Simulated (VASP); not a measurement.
# Si3N4 (Fd-3m) in VASP: relaxation of cell and atoms with LDA

Aim: the relaxation of cell and atoms of Si3N4 with LDA.

All numbers are computed with VASP 6.6.1; they aren't measurements. Logs are shortened: lines on timing, memory, paths and dates and some standing lists are left out, and cuts for length are marked.

## (1) The cell of the first run

It takes space group Fd-3m (No. 227, cubic). Conventional cell: a = 7.789 Å, b = 7.789 Å, c = 7.789 Å, α = 90.00°, β = 90.00°, γ = 90.00°. Si (site symmetry -3m) has 6 N at 1.89 Å within 2.5 Å. Within 2.4 Å of Si (site symmetry -43m) lie 4 N at 1.79 Å. N (site symmetry 3m) has 4 Si at 1.79 to 1.89 Å within 2.4 Å.

## (2) Relaxation of cell and atoms, LDA

INCAR reads:

```
PREC     = Accurate       # precision mode
ENCUT    = 600            # plane-wave cutoff, eV
EDIFF    = 1E-7           # SCF threshold, eV
ISMEAR   = 0              # smearing method
SIGMA    = 0.02           # smearing width, eV
LREAL    = F              # projectors in reciprocal space
LASPH    = T              # aspherical terms in the spheres
NELM     = 80             # most SCF steps
ALGO     = Normal         # electronic algorithm
ISIF     = 3              # what is computed and relaxed
LWAVE    = F              # write WAVECAR
LCHARG   = F              # write CHGCAR
IBRION   = 2              # ionic algorithm
NSW      = 70             # ionic steps
EDIFFG   = -0.005         # ionic threshold
```

KPOINTS reads:

```
Automatic mesh
0
Gamma
  6 6 6
```

POSCAR reads:

```
Si3N4
1.0
    0.0000000000      3.8946186227      3.8946186227
    3.8946186227      0.0000000000      3.8946186227
    3.8946186227      3.8946186227      0.0000000000
Si N
6 8
Direct
    0.1250000000      0.1250000000      0.6250000000
    0.1250000000      0.6250000000      0.1250000000
    0.6250000000      0.1250000000      0.1250000000
    0.1250000000      0.1250000000      0.1250000000
    0.7500000000      0.7500000000      0.7500000000
    0.5000000000      0.5000000000      0.5000000000
    0.3675422916      0.3675422916      0.3675422916
    0.3526268749      0.8824577084      0.8824577084
    0.8824577084      0.8824577084      0.3526268749
    0.8824577084      0.3526268749      0.8824577084
    0.3675422916      0.3675422916      0.8973731251
    0.3675422916      0.8973731251      0.3675422916
    0.8824577084      0.8824577084      0.8824577084
    0.8973731251      0.3675422916      0.3675422916
```

Potentials or basis: VASP PAW LDA potentials, release 64 (Si, N).

Launch:

```
$ cat potpaw_LDA.64/Si/POTCAR potpaw_LDA.64/N/POTCAR > POTCAR
$ mpirun -np 1 vasp_std > vasp.out
```

OUTCAR:

```text
PREC = Accurate
   ENCUT = 600
   EDIFF = 1E-7
   ISMEAR = 0
   LREAL = F
   LASPH = T
   NELM = 80
   ISIF = 3
   IBRION = 2
   NSW = 70
   EDIFFG = -0.005

 ion  position               nearest neighbor table
   1  0.125  0.125  0.625-   7 1.89  13 1.89  10 1.89  12 1.89   8 1.89  14 1.89   4 2.75   2 2.75
                             3 2.75   4 2.75   2 2.75   3 2.75
   2  0.125  0.625  0.125-   7 1.89  13 1.89  11 1.89   9 1.89   8 1.89  14 1.89   4 2.75   1 2.75
                             1 2.75   3 2.75   4 2.75   3 2.75
   3  0.625  0.125  0.125-   7 1.89  13 1.89  11 1.89   9 1.89  12 1.89  10 1.89   4 2.75   1 2.75
                             2 2.75   1 2.75   2 2.75   4 2.75
   4  0.125  0.125  0.125-   8 1.89   9 1.89  10 1.89  11 1.89  12 1.89  14 1.89   1 2.75   2 2.75
                             3 2.75   1 2.75   2 2.75   3 2.75
   5  0.750  0.750  0.750-   8 1.79   9 1.79  10 1.79  13 1.79
   6  0.500  0.500  0.500-  11 1.79  12 1.79  14 1.79   7 1.79
   7  0.368  0.368  0.368-   6 1.79   2 1.89   3 1.89   1 1.89
   8  0.353  0.882  0.882-   5 1.79   4 1.89   1 1.89   2 1.89
   9  0.882  0.882  0.353-   5 1.79   4 1.89   2 1.89   3 1.89
  10  0.882  0.353  0.882-   5 1.79   4 1.89   1 1.89   3 1.89
  11  0.368  0.368  0.897-   6 1.79   4 1.89   2 1.89   3 1.89
  12  0.368  0.897  0.368-   6 1.79   4 1.89   1 1.89   3 1.89
  13  0.882  0.882  0.882-   5 1.79   2 1.89   3 1.89   1 1.89
  14  0.897  0.368  0.368-   6 1.79   4 1.89   1 1.89   2 1.89

  LATTYP: Found a face centered cubic cell.
 ALAT       =     7.7892372454

  Lattice vectors:

 A1 = (   0.0000000000,   3.8946186227,   3.8946186227)
 A2 = (   3.8946186227,   0.0000000000,   3.8946186227)
 A3 = (   3.8946186227,   3.8946186227,   0.0000000000)

Analysis of symmetry for initial positions (statically):
=====================================================================
 Subroutine PRICEL returns:
 Original cell was already a primitive cell.

 Routine SETGRP: Setting up the symmetry group for a
 face centered cubic supercell.

 Subroutine GETGRP returns: Found 48 space group operations
 (whereof 24 operations were pure point group operations)
 out of a pool of 48 trial point group operations.

The static configuration has the point symmetry T_d .
 The point group associated with its full space group is O_h .

Analysis of symmetry for dynamics (positions and initial velocities):
=====================================================================
 Subroutine PRICEL returns:
 Original cell was already a primitive cell.

 Routine SETGRP: Setting up the symmetry group for a
 face centered cubic supercell.

 Subroutine GETGRP returns: Found 48 space group operations
 (whereof 24 operations were pure point group operations)
 out of a pool of 48 trial point group operations.

The dynamic configuration has the point symmetry T_d .
 The point group associated with its full space group is O_h .

[... 124 lines left out ...]
   NELECT =      64.0000    total number of electrons
   NUPDOWN=      -1.0000    fix difference up-down
   EMIN   =  10.00;   EMAX   =-10.00  energy-range for DOS
   EFERMI =   0.00;   METHOD = LEGACY
   ISMEAR =     0;   SIGMA  =   0.02  broadening in eV -4-tet -1-fermi 0-gaus
   EFERMI_NEDOS =   21; number of points for ismear=-14 and -15
   IALGO  =     38    algorithm
   IMIX   =      4    mixing-type and parameters
     AMIX     =   0.40;   BMIX     =  1.00
     AMIX_MAG =   1.60;   BMIX_MAG =  1.00
  volume/ion in A,a.u.               =       8.44        56.95
  Fermi-wavevector in a.u.,A,eV,Ry     =   1.334525  2.521886 24.231373  1.780956
  Thomas-Fermi vector in A             =   2.463299
   LORBIT       =      0    0 simple, 1 ext, 2 COOP (PROOUT), +10 PAW based schemes
   GGA     = CA    functional components
   LHFCALC =     F    Hartree Fock is set to
   AEXX    =    0.0000 exact exchange contribution
   IVDW    =     0    specifies the selected vdW correction
   LEPSILON=     F    determine dielectric tensor
   LRPA    =     F    only Hartree local field effects (RPA)
 conjugate gradient relaxation of ions
 non-spin polarized calculation
 Gauss-broadening in eV      SIGMA  =   0.02
  energy-cutoff  :      600.00
  volume of cell :      118.15
 maximum number of plane-waves:      3984
 NGX is ok and might be reduce to    48
   NGX = 21   NGY = 21   NGZ = 21

--------------------------------------- Ionic step        1  -------------------------------------------

 number of electron      64.0000000 magnetization

 Free energy of the ion-electron system (eV)
  ---------------------------------------------------
  ext. energy  EPLUGINS =         0.00000000
  ---------------------------------------------------
  free energy    TOTEN  =      -125.42425458 eV

  energy without entropy =     -125.42425458  energy(sigma->0) =     -125.42425458

------------------------ aborting loop because EDIFF is reached ----------------------------------------

  FORCE on cell =-STRESS in cart. coord.  units (eV):
  Direction    XX          YY          ZZ          XY          YZ          ZX
  --------------------------------------------------------------------------------------
  -------------------------------------------------------------------------------------
  Total       -8.0281095     -8.0281095     -8.0281095      0.0000000     -0.0000000      0.0000000
  in kB     -108.8677045   -108.8677045   -108.8677045      0.0000000     -0.0000000      0.0000000
  external PRESSURE =    -108.8677045 kB  Pullay stress =       0.0000000 kB
[... 35 lines left out ...]
--------------------------------------- Ionic step        2  -------------------------------------------

 number of electron      64.0000000 magnetization

 E-fermi :  10.2840     XC(G=0): -12.8908

 val. band max:       10.1353497462   @ k =  -0.1667   0.1667   0.0000
 cond. band min:      13.6795334550   @ k =   0.0000   0.0000   0.0000
 fundamental gap:      3.5441837087
 Fermi energy:        10.2839917253

 k-point     1 :       0.0000    0.0000    0.0000
  band No.  band energies     occupation
      1      -9.3734      2.00000
      2      -5.7196      2.00000
      3      -4.6742      2.00000
      4      -4.6742      2.00000
      5      -4.6742      2.00000
      6      -3.5572      2.00000
[... 868 lines left out ...]
--------------------------------------- Ionic step        6  -------------------------------------------

 number of electron      64.0000001 magnetization

 Free energy of the ion-electron system (eV)
  ---------------------------------------------------
  ext. energy  EPLUGINS =         0.00000000
  ---------------------------------------------------
  free energy    TOTEN  =      -125.57166152 eV

  energy without entropy =     -125.57166152  energy(sigma->0) =     -125.57166152

 E-fermi :   9.6166     XC(G=0): -12.6661

 val. band max:        9.4735821834   @ k =  -0.1667   0.1667   0.0000
 cond. band min:      12.8174614775   @ k =   0.0000   0.0000   0.0000
 fundamental gap:      3.3438792941
 Fermi energy:         9.6165853408

 k-point     1 :       0.0000    0.0000    0.0000
  band No.  band energies     occupation
      1      -9.5259      2.00000
      2      -6.0463      2.00000
      3      -5.0733      2.00000
      4      -5.0733      2.00000
      5      -5.0733      2.00000
      6      -4.0287      2.00000
[... 718 lines left out ...]
  FREE ENERGIE OF THE ION-ELECTRON SYSTEM (eV)
  ---------------------------------------------------
  free  energy   TOTEN  =      -125.5716615218 eV

  energy  without entropy=     -125.5716615218  energy(sigma->0) =     -125.57166152

 reached required accuracy - stopping structural energy minimisation
```

OSZICAR:

```text
N       E                     dE             d eps       ncg     rms          rms(c)
DAV:   1     0.289361660820E+03    0.28936E+03   -0.36106E+04  1280   0.171E+03
[... 53 lines left out ...]
DAV:   1    -0.125571766736E+03   -0.14682E-02   -0.23674E-01  1440   0.273E+00    0.194E-01
DAV:   2    -0.125571760762E+03    0.59742E-05   -0.48329E-03  1504   0.369E-01    0.601E-02
DAV:   3    -0.125571662761E+03    0.98001E-04   -0.32661E-04  1552   0.105E-01    0.262E-02
DAV:   4    -0.125571662389E+03    0.37127E-06   -0.84109E-05  1512   0.440E-02    0.189E-02
DAV:   5    -0.125571662149E+03    0.24092E-06   -0.63138E-06  1616   0.153E-02    0.398E-03
DAV:   6    -0.125571661508E+03    0.64057E-06   -0.36310E-06  1464   0.108E-02    0.208E-03
DAV:   7    -0.125571661522E+03   -0.13883E-07   -0.29085E-07  1336   0.270E-03
   6 F= -.12557166E+03 E0= -.12557166E+03  d E =-.125676E-02
```

It took 10 min on 1 thread of Intel Xeon 8259CL, shared host; peak memory 0.29 GiB.

Results:

```
Free energy                           : -125.5717 eV
Relaxed volume                        : 8.14 Å³/atom
Relaxed cell                          : a = 5.441 Å, b = 5.441 Å, c = 5.441 Å, α = 60.00°, β = 60.00°, γ = 60.00°
Space group after relaxing (to 0.1 Å) : Fd-3m (No. 227)
Energy gained by relaxing             : 10.5 meV/atom
Ionic steps                           : 6
Pressure after relaxing               : 0.1 GPa
Band gap on the k mesh                : 3.34 eV (least direct gap 3.38 eV)
```

Forces on the atoms (eV/Å):
```
Si   0.000  0.000  0.000
Si   0.000  0.000  0.000
Si   0.000  0.000  0.000
Si   0.000  0.000  0.000
Si   0.000  0.000  0.000
Si   0.000  0.000  0.000
N    0.001  0.001  0.001
N   -0.001  0.001  0.001
N    0.001  0.001 -0.001
N    0.001 -0.001  0.001
N   -0.001 -0.001  0.001
N   -0.001  0.001 -0.001
N   -0.001 -0.001 -0.001
N    0.001 -0.001 -0.001
```

Step by step:
```
step  energy change (eV)  largest force (eV/Å)  pressure (GPa)  volume (Å³)
   1              0.0000                0.1026          -10.89       118.15
   2              0.1384                0.4719           17.30       108.61
   3             -0.1461                0.1186           -0.23       114.05
   4             -0.1462                0.1233            0.01       113.97
   5             -0.1460                0.1249            0.18       113.83
   6             -0.1474                0.0021            0.09       113.90
```

Final structure:
```cif
data_structure
_symmetry_space_group_name_H-M 'P 1'
_symmetry_Int_Tables_number 1
_cell_length_a 5.4410
_cell_length_b 5.4410
_cell_length_c 5.4410
_cell_angle_alpha 60.000
_cell_angle_beta 60.000
_cell_angle_gamma 60.000
_cell_volume 113.90
loop_
_atom_site_label
_atom_site_type_symbol
_atom_site_fract_x
_atom_site_fract_y
_atom_site_fract_z
_atom_site_occupancy
Si1 Si 0.12500 0.12500 0.62500 1
Si2 Si 0.12500 0.62500 0.12500 1
Si3 Si 0.62500 0.12500 0.12500 1
Si4 Si 0.12500 0.12500 0.12500 1
Si5 Si 0.75000 0.75000 0.75000 1
Si6 Si 0.50000 0.50000 0.50000 1
N1 N 0.36758 0.36758 0.36758 1
N2 N 0.35274 0.88242 0.88242 1
N3 N 0.88242 0.88242 0.35274 1
N4 N 0.88242 0.35274 0.88242 1
N5 N 0.36758 0.36758 0.89726 1
N6 N 0.36758 0.89726 0.36758 1
N7 N 0.88242 0.88242 0.88242 1
N8 N 0.89726 0.36758 0.36758 1
```

A k mesh can miss the band edges.
